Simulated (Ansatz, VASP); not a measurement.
**YNi2Te2: VASP beside Ansatz**

Contents of INCAR:

```
SYSTEM = YNi2Te2
PREC = Accurate
ENCUT = 520
EDIFF = 1E-7
ISMEAR = -1
SIGMA = 0.1
LREAL = .FALSE.
LASPH = .TRUE.
NELM = 80
ALGO = Normal
ISIF = 2
LWAVE = .FALSE.
LCHARG = .FALSE.
GGA = PE
NBANDS = 30
```

Contents of KPOINTS:

```
regular mesh
0
G
  4 4 4
  0 0 0
```

POSCAR

```
YNi2Te2
1.0
    0.0000000000      4.6252760000      0.0000000000
    4.6252760000      0.0000000000      0.0000000000
    2.3126380000      2.3126380000     -5.3844780000
Y Ni Te
1 2 2
Direct
    0.0000000000      0.0000000000      0.0000000000
    0.7500000000      0.2500000000      0.5000000000
    0.2500000000      0.7500000000      0.5000000000
    0.3710000000      0.3710000000      0.2580000000
    0.6290000000      0.6290000000      0.7420000000
```

Input for Ansatz:

```yaml
crystal:
  lattice:
    - [0.0, 4.625276, 0.0]
    - [4.625276, 0.0, 0.0]
    - [2.312638, 2.312638, -5.384478]
  atoms:
    - { symbol: "Y", position: [0.0, 0.0, 0.0] }
    - { symbol: Ni, position: [0.75, 0.25, 0.5] }
    - { symbol: Ni, position: [0.25, 0.75, 0.5] }
    - { symbol: Te, position: [0.371, 0.371, 0.258] }
    - { symbol: Te, position: [0.629, 0.629, 0.742] }
  symmetry: { tolerance: 0.0003 }
kpoints:
  mp_grid: { grid: [4, 4, 4], shift: [0, 0, 0] }
magnetization:
  spin_polarized: false
scf:
  occupations: { method: fermi_dirac }
hamiltonian:
  pseudopotentials: { kind: paw }
  xc: pbe
basis:
  ecutwfc: 420
output:
  forces: true
  stress: true
  eigenvalues: true
```

Alike in both runs: task single point; functional PBE; k mesh 4 × 4 × 4; no spin polarisation.

|  | VASP | Ansatz |
| --- | --- | --- |
| version | VASP 6.6.1 | Ansatz 0.2.0 |
| potentials or method | VASP PAW PBE potentials, release 64 (Y_sv, Ni, Te), cutoff 520 eV | PAW plane waves |
| occupations | fermi-dirac, width 0.1 eV | fermi-dirac |
| valence electrons in the cell | 43 | 79 |

|  | VASP | Ansatz | Ansatz less VASP |
| --- | --- | --- | --- |
| gap on the k mesh at the Fermi level (eV) | none | none | - |
| pressure (GPa) | -6.4 | -6.4 | -0.04 |
| traceless stress, the component that is largest in VASP (GPa) | 8.43 | 8.44 | +0.003 |
| rms of the force components (eV/Å) | 1.024 | 1.025 | +0.0012 |

Atom by atom the forces differ by 0.001 eV/Å (rms over components). A gap of «none» marks a metal or a gap that the smearing closes. VASP's potentials hold 43 valence electrons a cell and Ansatz's 79, so a difference there can come from the potentials and not from the codes.

The k mesh is coarse, so the values compare programs but aren't converged. Neither program's run includes spin-orbit coupling.
